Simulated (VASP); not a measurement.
# Be12Br in VASP: a series of runs

Runs on Be12Br. Level: PBE. Tasks: single point.

Everything below comes from runs of VASP 6.6.1. Logs are shortened: lines on timing, memory, paths and dates and some standing lists are left out, and cuts for length are marked.

## Step 1: The cell of the first run

The cell holds a slab with vacuum, 13 atoms: a = 4.580 Å, b = 4.580 Å, c = 15.588 Å, α = 90.00°, β = 90.00°, γ = 60.00°.

## Step 2: Single point, PBE

INCAR reads:

```
SYSTEM = Be12Br
ALGO = Normal
EDIFF = 1E-7
ENCUT = 520
GGA = PE
ISIF = 2
ISMEAR = 0
LASPH = .True.
LCHARG = .True.
LELF = .True.
LREAL = .False.
LVHAR = .True.
LWAVE = .False.
NBANDS = 28
NELM = 60
PREC = Accurate
SIGMA = 0.15
```

KPOINTS reads:

```
k-points
0
Gamma
  5 5 1
  0 0 0
```

POSCAR reads:

```
Be12Br
1.0
    4.5800000000      0.0000000000      0.0000000000
    2.2900000000      3.9663960000      0.0000000000
    0.0000000000      0.0000000000     15.5884300000
Be Br
12 1
Direct
    0.0000000000      0.0000000000      0.0641500780
    0.5000000000      0.0000000000      0.0641500780
    0.0000000000      0.5000000000      0.0641500780
    0.5000000000      0.5000000000      0.0641500780
   -0.1590781925      0.3306664287      0.1826742655
    0.3334257033      0.3337324362      0.1860418272
   -0.1668404340      0.8334061954      0.1786577609
    0.3301383177      0.8414238014      0.1825948476
   -0.0017090623     -0.0009272902      0.2961142334
    0.5097443643     -0.0059441871      0.3068452051
   -0.0069070525      0.5107538430      0.3069414944
    0.5065753911      0.5075902658      0.2912100834
    0.2299869316      0.2311208967      0.4311914029
```

Potentials or basis: VASP PAW PBE potentials, release 64 (Be, Br).

The run is started by

```
$ cat potpaw_PBE.64/Be/POTCAR potpaw_PBE.64/Br/POTCAR > POTCAR
$ mpirun -np 1 vasp_std > vasp.out
```

OUTCAR:

```text
SYSTEM = Be12Br
   EDIFF = 1E-7
   ENCUT = 520
   GGA = PE
   ISIF = 2
   ISMEAR = 0
   LASPH = .True.
   LREAL = .False.
   NELM = 60
   PREC = Accurate

 ion  position               nearest neighbor table
   1  0.000  0.000  0.064-   7 2.22   8 2.26   5 2.27   3 2.29   3 2.29   4 2.29   4 2.29   2 2.29
                             2 2.29
   2  0.500  0.000  0.064-   7 2.22   8 2.26   4 2.29   3 2.29   4 2.29   3 2.29   1 2.29   1 2.29
                             6 2.32
   3  0.000  0.500  0.064-   7 2.22   5 2.26   1 2.29   1 2.29   2 2.29   2 2.29   4 2.29   4 2.29
                             6 2.32
   4  0.500  0.500  0.064-   5 2.29   8 2.29   2 2.29   1 2.29   2 2.29   1 2.29   3 2.29   3 2.29
                             6 2.31
   5  0.841  0.331  0.183-  12 2.15   9 2.20   8 2.24   3 2.26   6 2.26   1 2.27   7 2.29   4 2.29
                             7 2.30   6 2.32   8 2.34  11 2.34
   6  0.333  0.334  0.186-  12 2.14   8 2.26   5 2.26   7 2.29   7 2.29   4 2.31   3 2.32  10 2.32
                             2 2.32   5 2.32   8 2.32  11 2.32
   7  0.833  0.833  0.179-   2 2.22   3 2.22   1 2.22   9 2.25   5 2.29   8 2.29   6 2.29   6 2.29
                             8 2.30   5 2.30  11 2.37  10 2.37
   8  0.330  0.841  0.183-  12 2.15   9 2.21   5 2.24   2 2.26   6 2.26   1 2.26   7 2.29   4 2.29
                             7 2.30   6 2.32   5 2.34  10 2.34
   9  0.998  0.999  0.296-   5 2.20   8 2.21   7 2.25  11 2.25  10 2.26  12 2.29  12 2.29  10 2.34
                            11 2.34
  10  0.510  0.994  0.307-  11 2.21  12 2.25   9 2.26  13 2.28   6 2.32   9 2.34   8 2.34  12 2.36
                            11 2.37   7 2.37
  11  0.993  0.511  0.307-  10 2.21  12 2.25   9 2.25  13 2.28   6 2.32   9 2.34   5 2.34  12 2.36
                            10 2.37   7 2.37
  12  0.507  0.508  0.291-   6 2.14   8 2.15   5 2.15  10 2.25  11 2.25   9 2.29   9 2.29  11 2.36
                            10 2.36
  13  0.230  0.231  0.431-  11 2.28  10 2.28

  LATTYP: Found a hexagonal cell.
 ALAT       =     4.5799996975
 C/A-ratio  =     3.4035875611

  Lattice vectors:

 A1 = (  -2.2900000000,  -3.9663960000,   0.0000000000)
 A2 = (   4.5800000000,   0.0000000000,   0.0000000000)
 A3 = (   0.0000000000,   0.0000000000,  15.5884300000)

Analysis of symmetry for initial positions (statically):
=====================================================================
 Subroutine PRICEL returns:
 Original cell was already a primitive cell.

 Routine SETGRP: Setting up the symmetry group for a
 hexagonal supercell.

 Subroutine GETGRP returns: Found  1 space group operations
 (whereof  1 operations were pure point group operations)
 out of a pool of 24 trial point group operations.

The static configuration has the point symmetry C_1 .

Analysis of symmetry for dynamics (positions and initial velocities):
=====================================================================
 Subroutine PRICEL returns:
 Original cell was already a primitive cell.

 Routine SETGRP: Setting up the symmetry group for a
 hexagonal supercell.

 Subroutine GETGRP returns: Found  1 space group operations
 (whereof  1 operations were pure point group operations)
 out of a pool of 24 trial point group operations.

The dynamic configuration has the point symmetry C_1 .

 Subroutine INISYM returns: Found  1 space group operations
 (whereof  1 operations are pure point group operations),
 and found     1 'primitive' translations

----------------------------------------------------------------------------------------

                                     Primitive cell

  volume of cell :     283.1809

  direct lattice vectors                    reciprocal lattice vectors
     4.580000000  0.000000000  0.000000000     0.218340611 -0.126059022  0.000000000
     2.290000000  3.966396000  0.000000000     0.000000000  0.252118044  0.000000000
     0.000000000  0.000000000 15.588430000     0.000000000  0.000000000  0.064150142

  length of vectors
     4.580000000  4.579999697 15.588430000     0.252118027  0.252118044  0.064150142

  position of ions in fractional coordinates (direct lattice)
     0.000000000  0.000000000  0.064150078
     0.500000000  0.000000000  0.064150078
     0.000000000  0.500000000  0.064150078
     0.500000000  0.500000000  0.064150078
     0.840921808  0.330666429  0.182674265
     0.333425703  0.333732436  0.186041827
     0.833159566  0.833406195  0.178657761
     0.330138318  0.841423801  0.182594848
     0.998290938  0.999072710  0.296114233
     0.509744364  0.994055813  0.306845205
     0.993092948  0.510753843  0.306941494
     0.506575391  0.507590266  0.291210083
     0.229986932  0.231120897  0.431191403

  ion indices of the primitive-cell ions
   primitive index   ion index
                 1           1
                 2           2
                 3           3
                 4           4
                 5           5
                 6           6
                 7           7
                 8           8
                 9           9
                10          10
                11          11
                12          12
                13          13

----------------------------------------------------------------------------------------

 KPOINTS: k-points

Automatic generation of k-mesh.
 Grid dimensions read from file:
 generate k-points for:    5    5    1

 Generating k-lattice:

  Cartesian coordinates                     Fractional coordinates (reciprocal lattice)
     0.043668122 -0.025211804  0.000000000     0.200000000 -0.000000000  0.000000000
     0.000000000  0.050423609  0.000000000     0.000000000  0.200000000  0.000000000
     0.000000000  0.000000000  0.064150142     0.000000000  0.000000000  1.000000000

  Length of vectors
     0.050423605  0.050423609  0.064150142

  Shift w.r.t. Gamma in fractional coordinates (k-lattice)
     0.000000000  0.000000000  0.000000000

 Subroutine IBZKPT returns following result:
 ===========================================

 Found     13 irreducible k-points:

 Following reciprocal coordinates:
            Coordinates               Weight
  0.000000  0.000000  0.000000      1.000000
  0.200000 -0.000000  0.000000      2.000000
  0.200000  0.200000  0.000000      2.000000
  0.000000  0.200000  0.000000      2.000000
  0.400000 -0.000000  0.000000      2.000000
  0.400000  0.400000  0.000000      2.000000
  0.000000  0.400000  0.000000      2.000000
  0.400000  0.200000  0.000000      2.000000
  0.200000  0.400000  0.000000      2.000000
 -0.200000  0.200000  0.000000      2.000000
 -0.400000  0.200000  0.000000      2.000000
  0.400000 -0.400000  0.000000      2.000000
 -0.200000  0.400000  0.000000      2.000000
   k-points           NKPTS =     13   k-points in BZ     NKDIM =     13   number of bands    NBANDS=     28
   number of dos      NEDOS =    301   number of ions     NIONS =     13
   total plane-waves  NPLWV = 155520
   dimension x,y,z NGX =    36 NGY =   36 NGZ =  120
   dimension x,y,z NGXF=    72 NGYF=   72 NGZF=  240
   ions per type =              12   1
   NGX,Y,Z   is equivalent  to a cutoff of  13.07, 13.07, 12.80 a.u.
   NGXF,Y,Z  is equivalent  to a cutoff of  26.13, 26.13, 25.60 a.u.
 SYSTEM =  Be12Br
   PREC   = accura    normal or accurate (medium, high low for compatibility)
   ISTART =      0    job   : 0-new  1-cont  2-samecut
   ICHARG =      2    charge: 1-file 2-atom 10-const
   ISPIN  =      1    spin polarized calculation?
   LNONCOLLINEAR =      F non collinear calculations
   LSORBIT =      F    spin-orbit coupling
   LASPH  =      T    aspherical Exc in radial PAW
   ENCUT  =  520.0 eV  38.22 Ry    6.18 a.u.   8.52  8.52 28.98*2*pi/ulx,y,z
   NELM   =     60;   NELMIN=  2; NELMDL= -5     # of ELM steps
   EDIFF  = 0.1E-06   stopping-criterion for ELM
   LREAL  =      F    real-space projection
   EDIFFG = 0.1E-05   stopping-criterion for IOM
   NSW    =      0    number of steps for IOM
   IBRION =     -1    ionic relax: 0-MD 1-quasi-New 2-CG
   NFREE  =      0    steps in history (QN), initial steepest desc. (CG)
   ISIF   =      2    stress and relaxation
   ISYM   =      2    0-nonsym 1-usesym 2-fastsym
   POTIM  = 0.5000    time-step for ionic-motion
   TEBEG  =    0.0;   TEEND  =   0.0 temperature during run
   PSTRESS=    0.0 pullay stress
   NELECT =      31.0000    total number of electrons
   NUPDOWN=      -1.0000    fix difference up-down
   EMIN   =  10.00;   EMAX   =-10.00  energy-range for DOS
   EFERMI =   0.00;   METHOD = LEGACY
   ISMEAR =     0;   SIGMA  =   0.15  broadening in eV -4-tet -1-fermi 0-gaus
   EFERMI_NEDOS =   21; number of points for ismear=-14 and -15
   IALGO  =     38    algorithm
   IMIX   =      4    mixing-type and parameters
     AMIX     =   0.40;   BMIX     =  1.00
     AMIX_MAG =   1.60;   BMIX_MAG =  1.00
  volume/ion in A,a.u.               =      21.78       147.00
  Fermi-wavevector in a.u.,A,eV,Ry     =   0.783142  1.479925  8.344617  0.613312
  Thomas-Fermi vector in A             =   1.887010
   LORBIT       =      0    0 simple, 1 ext, 2 COOP (PROOUT), +10 PAW based schemes
   GGA     = PE    functional components
   LHFCALC =     F    Hartree Fock is set to
   AEXX    =    0.0000 exact exchange contribution
   IVDW    =     0    specifies the selected vdW correction
   LEPSILON=     F    determine dielectric tensor
   LRPA    =     F    only Hartree local field effects (RPA)
 non-spin polarized calculation
 Gauss-broadening in eV      SIGMA  =   0.15
  energy-cutoff  :      520.00
  volume of cell :      283.18
 maximum number of plane-waves:      7731
 NGX is ok and might be reduce to    36
   NGX = 17   NGY = 17   NGZ = 57

 number of electron      30.9999999 magnetization

 Free energy of the ion-electron system (eV)
  ---------------------------------------------------
  ext. energy  EPLUGINS =         0.00000000
  ---------------------------------------------------
  free energy    TOTEN  =       -44.03904065 eV

  energy without entropy =      -44.01954032  energy(sigma->0) =      -44.02929048

 E-fermi :  -0.2785     XC(G=0):  -5.6910

 val. band max:       -0.3402912696   @ k =   0.0000   0.4000   0.0000
 cond. band min:      -0.0095795445   @ k =   0.2000  -0.0000   0.0000
 fundamental gap:      0.3307117250
 Fermi energy:        -0.2784914394

 k-point     1 :       0.0000    0.0000    0.0000
  band No.  band energies     occupation
      1     -16.0990      2.00000
      2      -9.9619      2.00000
      3      -7.8513      2.00000
      4      -5.5505      2.00000
      5      -4.0941      2.00000
      6      -3.8916      2.00000
[... 19 lines left out ...]
     26       4.8124      0.00000
     27       4.8850      0.00000

 k-point     2 :       0.2000   -0.0000    0.0000
  band No.  band energies     occupation
      1     -16.0732      2.00000
      2      -9.6811      2.00000
      3      -7.5911      2.00000
      4      -5.7247      2.00000
      5      -5.2534      2.00000
      6      -4.4905      2.00000
[... 319 lines left out ...]
     26       5.9356      0.00000
     27       6.1353      0.00000

 k-point    13 :      -0.2000    0.4000    0.0000
  band No.  band energies     occupation
      1     -16.0179      2.00000
      2      -8.0237      2.00000
      3      -7.9844      2.00000
      4      -6.6416      2.00000
      5      -6.1986      2.00000
      6      -6.0044      2.00000
[... 19 lines left out ...]
     26       5.8300      0.00000
     27       6.1665      0.00000
 [bands above 27 left out]

------------------------ aborting loop because EDIFF is reached ----------------------------------------

  FORCE on cell =-STRESS in cart. coord.  units (eV):
  Direction    XX          YY          ZZ          XY          YZ          ZX
  --------------------------------------------------------------------------------------
  -------------------------------------------------------------------------------------
  Total       -6.9638132     -6.8986906      0.0797150     -0.0494687     -0.2798303     -0.4188690
  in kB      -39.3997774    -39.0313274      0.4510105     -0.2798836     -1.5832205     -2.3698720
  external PRESSURE =     -25.9933648 kB  Pullay stress =       0.0000000 kB

 VOLUME and BASIS-vectors are now :
 -----------------------------------------------------------------------------
  energy-cutoff  :      520.00
  volume of cell :      283.18
      direct lattice vectors                 reciprocal lattice vectors
     4.580000000  0.000000000  0.000000000     0.218340611 -0.126059022  0.000000000
     2.290000000  3.966396000  0.000000000     0.000000000  0.252118044  0.000000000
     0.000000000  0.000000000 15.588430000     0.000000000  0.000000000  0.064150142

 POSITION                                       TOTAL-FORCE (eV/Angst)
 -----------------------------------------------------------------------------------
      0.00000      0.00000      1.00000         0.187092      0.111810     -0.079767
      2.29000      0.00000      1.00000        -0.139601      0.226920      0.017310
      1.14500      1.98320      1.00000         0.124246     -0.231995      0.020554
      3.43500      1.98320      1.00000        -0.106828     -0.060942      0.018628
      4.60865      1.31155      2.84761         0.003956      0.002852     -0.000202
      2.29134      1.32372      2.90010        -0.004267     -0.000161     -0.005758
      5.72437      3.30562      2.78499        -0.001632      0.000433      0.000595
      3.43889      3.33742      2.84637         0.005676      0.000566      0.005381
      6.86005      3.96272      4.61596         0.003028      0.001684      0.032017
      4.61102      3.94282      4.78324         0.006877      0.006343      0.002900
      5.71799      2.02585      4.78474         0.010175     -0.000870     -0.003201
      3.48250      2.01330      4.53951        -0.002908     -0.004859     -0.011186
      1.58261      0.91672      6.72160        -0.085814     -0.051781      0.002730
 -----------------------------------------------------------------------------------
    total drift:                               -0.000033     -0.000008     -0.000030

  FREE ENERGIE OF THE ION-ELECTRON SYSTEM (eV)
  ---------------------------------------------------
  free  energy   TOTEN  =       -44.0390406469 eV

  energy  without entropy=      -44.0195403214  energy(sigma->0) =      -44.02929048
```

Wall time 3.1 min (1 thread of Intel Xeon Platinum 8488C (Sapphire Rapids), shared host); peak memory 0.39 GiB.

Results:

- Free energy: -44.0390 eV
- Largest force: 0.267 eV/Å
- Band gap on the k mesh: zero (an odd number of electrons rules out a gap without spin polarisation)

Forces in eV/Å, atoms in the order of the input:
```
Be   0.187  0.112 -0.080
Be  -0.140  0.227  0.017
Be   0.124 -0.232  0.021
Be  -0.107 -0.061  0.019
Be   0.004  0.003  0.000
Be  -0.004  0.000 -0.006
Be  -0.002  0.000  0.001
Be   0.006  0.001  0.005
Be   0.003  0.002  0.032
Be   0.007  0.006  0.003
Be   0.010 -0.001 -0.003
Be  -0.003 -0.005 -0.011
Br  -0.086 -0.052  0.003
```

Caveat: there is no dipole correction, which matters where the two faces differ; an odd number of electrons without spin polarisation forces a metal; a magnetic or distorted state may lie lower.

(Continued in part 2 of 3.)

The gap in the log of VASP goes by the Fermi energy; the results here count the filled bands.